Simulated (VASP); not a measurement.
# SnSe (P6_3/mmc) in VASP: single point with PBE

Aim: the single point of SnSe with PBE.

Program: VASP 6.6.1. These are calculated values, not measurements. Logs are shortened: lines on timing, memory, paths and dates and some standing lists are left out, and cuts for length are marked.

### 1 The cell of the first run

The structure is hexagonal, space group P6_3/mmc (No. 194). The conventional cell has a = 5.064 Å, b = 5.064 Å, c = 6.073 Å, α = 90.00°, β = 90.00°, γ = 120.00°. Within 3.9 Å of Sn (site symmetry -6m2) lie 5 Se at 2.92 to 3.04 Å. Within 3.9 Å of Se (site symmetry -6m2) lie 5 Sn at 2.92 to 3.04 Å.

### 2 Single point, PBE, non-collinear spin, zero start, spin-orbit coupling

INCAR

```
SYSTEM = SnSe
PREC = Accurate
ENCUT = 520
EDIFF = 1E-7
ISMEAR = -1
SIGMA = 0.02
LREAL = .False.
LASPH = .True.
NELM = 150
ALGO = Normal
ISIF = 2
LWAVE = .False.
LCHARG = .False.
LNONCOLLINEAR = .True.
MAGMOM = 0 0 0 0 0 0 0 0 0 0 0 0
LORBIT = 11
LSORBIT = .True.
GGA_COMPAT = .False.
LORBMOM = .True.
GGA = PE
NBANDS = 54
```

KPOINTS

```
Automatic mesh
0
Gamma
  6 6 4
  0 0 0
```

POSCAR

```
SnSe
1.0
    5.0644547293      0.0000000000      0.0000000000
   -2.5322273646      4.3859464519      0.0000000000
    0.0000000000      0.0000000000      6.0733871319
Sn Se
2 2
Direct
    0.3333333333      0.6666666667      0.2500000000
    0.6666666667      0.3333333333      0.7500000000
    0.6666666667      0.3333333333      0.2500000000
    0.3333333333      0.6666666667      0.7500000000
```

Potentials or basis: VASP PAW PBE potentials, release 64 (Sn_d, Se).

Command:

```console
> cat potpaw_PBE.64/Sn_d/POTCAR potpaw_PBE.64/Se/POTCAR > POTCAR
> mpirun -np 1 vasp_ncl > vasp.out
```

OUTCAR:

```text
SYSTEM = SnSe
   PREC = Accurate
   ENCUT = 520
   EDIFF = 1E-7
   ISMEAR = -1
   LREAL = .False.
   LASPH = .True.
   NELM = 150
   ISIF = 2
   LNONCOLLINEAR = .True.
   LORBIT = 11
   LSORBIT = .True.
   GGA = PE

 ion  position               nearest neighbor table
   1  0.333  0.667  0.250-   3 2.92   3 2.92   3 2.92   4 3.04   4 3.04
   2  0.667  0.333  0.750-   4 2.92   4 2.92   4 2.92   3 3.04   3 3.04
   3  0.667  0.333  0.250-   1 2.92   1 2.92   1 2.92   2 3.04   2 3.04
   4  0.333  0.667  0.750-   2 2.92   2 2.92   2 2.92   1 3.04   1 3.04

  LATTYP: Found a hexagonal cell.
 ALAT       =     5.0644547293
 C/A-ratio  =     1.1992183673

  Lattice vectors:

 A1 = (   5.0644547293,   0.0000000000,   0.0000000000)
 A2 = (  -2.5322273646,   4.3859464519,   0.0000000000)
 A3 = (   0.0000000000,   0.0000000000,   6.0733871319)

Analysis of symmetry for initial positions (statically):
=====================================================================
 Subroutine PRICEL returns:
 Original cell was already a primitive cell.

 Routine SETGRP: Setting up the symmetry group for a
 hexagonal supercell.

 Subroutine GETGRP returns: Found 24 space group operations
 (whereof 12 operations were pure point group operations)
 out of a pool of 24 trial point group operations.

The static configuration has the point symmetry D_3d.
 The point group associated with its full space group is D_6h.

Analysis of symmetry for dynamics (positions and initial velocities):
=====================================================================
 Subroutine PRICEL returns:
 Original cell was already a primitive cell.

 Routine SETGRP: Setting up the symmetry group for a
 hexagonal supercell.

 Subroutine GETGRP returns: Found 24 space group operations
 (whereof 12 operations were pure point group operations)
 out of a pool of 24 trial point group operations.

The dynamic configuration has the point symmetry D_3d.
 The point group associated with its full space group is D_6h.

Analysis of structural, dynamic, and magnetic symmetry:
=====================================================================
 Subroutine PRICEL returns:
 Original cell was already a primitive cell.

 Routine SETGRP: Setting up the symmetry group for a
 hexagonal supercell.

 Subroutine GETGRP returns: Found 24 space group operations
 (whereof 12 operations were pure point group operations)
 out of a pool of 24 trial point group operations.

The overall configuration has the point symmetry D_3d.
 The point group associated with its full space group is D_6h.

 Subroutine INISYM returns: Found 24 space group operations
 (whereof 12 operations are pure point group operations),
 and found     1 'primitive' translations

[... 1340 lines left out ...]
  free  energy   TOTEN  =       -16.1423633352 eV

  energy  without entropy=      -16.1423465702  energy(sigma->0) =      -16.14235495

 orbital moment (x)

 # of ion     p       d       tot
 ----------------------------------------
  1        -0.000  -0.000  -0.000
  2         0.000  -0.000   0.000
  3         0.000   0.000   0.000
  4         0.000   0.000   0.000
 ----------------------------------------
            0.000  -0.000   0.000

 orbital moment (y)

 # of ion     p       d       tot
 ----------------------------------------
  1         0.000   0.000   0.000
  2         0.000  -0.000   0.000
  3         0.000   0.000   0.000
  4         0.000  -0.000   0.000
 ----------------------------------------
            0.000  -0.000   0.000

 orbital moment (z)

 # of ion     p       d       tot
 ----------------------------------------
  1         0.000   0.000   0.000
  2         0.000  -0.000  -0.000
  3         0.000  -0.000  -0.000
  4         0.000  -0.000  -0.000
 ----------------------------------------
            0.000  -0.000  -0.000

 Spin-Orbit-Coupling matrix elements

 Ion:    1  E_soc:     -0.0885787
 l=   1
     0.0000000    -0.0082898    -0.0093482
    -0.0082898     0.0000000    -0.0082898
    -0.0093482    -0.0082898     0.0000000
 l=   2
     0.0000000    -0.0012234     0.0000000    -0.0012234    -0.0049064
    -0.0012234     0.0000000    -0.0036696    -0.0012221    -0.0012234
     0.0000000    -0.0036696     0.0000000    -0.0036696     0.0000000
    -0.0012234    -0.0012221    -0.0036696     0.0000000    -0.0012234
    -0.0049064    -0.0012234     0.0000000    -0.0012234     0.0000000
 l=   3
     0.0000000     0.0000000     0.0000000     0.0000000     0.0000000     0.0000000     0.0000000
     0.0000000     0.0000000     0.0000000     0.0000000     0.0000000     0.0000000     0.0000000
     0.0000000     0.0000000     0.0000000     0.0000000     0.0000000     0.0000000     0.0000000
     0.0000000     0.0000000     0.0000000     0.0000000     0.0000000     0.0000000     0.0000000
[... 49 lines left out ...]
 l=   2
     0.0000000     0.0000000     0.0000000     0.0000000     0.0000057
     0.0000000     0.0000000     0.0000066    -0.0000015     0.0000000
     0.0000000     0.0000066     0.0000000     0.0000066     0.0000000
     0.0000000    -0.0000015     0.0000066     0.0000000     0.0000000
     0.0000057     0.0000000     0.0000000     0.0000000     0.0000000
 l=   3
     0.0000000     0.0000000     0.0000000     0.0000000     0.0000000     0.0000000     0.0000000
     0.0000000     0.0000000     0.0000000     0.0000000     0.0000000     0.0000000     0.0000000
     0.0000000     0.0000000     0.0000000     0.0000000     0.0000000     0.0000000     0.0000000
     0.0000000     0.0000000     0.0000000     0.0000000     0.0000000     0.0000000     0.0000000
     0.0000000     0.0000000     0.0000000     0.0000000     0.0000000     0.0000000     0.0000000
     0.0000000     0.0000000     0.0000000     0.0000000     0.0000000     0.0000000     0.0000000
     0.0000000     0.0000000     0.0000000     0.0000000     0.0000000     0.0000000     0.0000000

 total charge

# of ion       s       p       d       tot
------------------------------------------
    1        1.401   0.669   9.979  12.050
    2        1.401   0.669   9.979  12.050
    3        1.481   2.298   0.021   3.799
    4        1.481   2.298   0.021   3.799
--------------------------------------------------
tot          5.764   5.933  20.001  31.697

 magnetization (x)

# of ion       s       p       d       tot
------------------------------------------
    1        0.000  -0.000  -0.000  -0.000
    2        0.000   0.000   0.000   0.000
    3        0.000   0.000  -0.000  -0.000
    4        0.000   0.000  -0.000   0.000
--------------------------------------------------
tot          0.000   0.000  -0.000   0.000

 magnetization (y)

# of ion       s       p       d       tot
------------------------------------------
    1        0.000  -0.000   0.000  -0.000
    2       -0.000   0.000   0.000  -0.000
    3       -0.000  -0.000   0.000  -0.000
    4       -0.000  -0.000   0.000  -0.000
--------------------------------------------------
tot         -0.000  -0.000   0.000  -0.000

 magnetization (z)

# of ion       s       p       d       tot
------------------------------------------
    1        0.000   0.000   0.000   0.000
    2        0.000   0.000   0.000   0.000
    3        0.000   0.000   0.000   0.000
    4        0.000   0.000   0.000   0.000
--------------------------------------------------
tot          0.000   0.000   0.000   0.000
```

It took 12 min on 1 thread of Intel Xeon 8259CL, shared host; peak memory 0.69 GiB.

Results:

```yaml
Free_energy: -16.1424 eV
Pressure: 0.9 GPa
Net_moment: 0.00 μB per cell
Valence_electrons_inside_the_program's_atomic_spheres: Sn 12.05; Se 3.80
```

Moments on the atoms (μB; x, y, z):
```
Sn  0.00 0.00 0.00
Sn  0.00 0.00 0.00
Se  0.00 0.00 0.00
Se  0.00 0.00 0.00
```
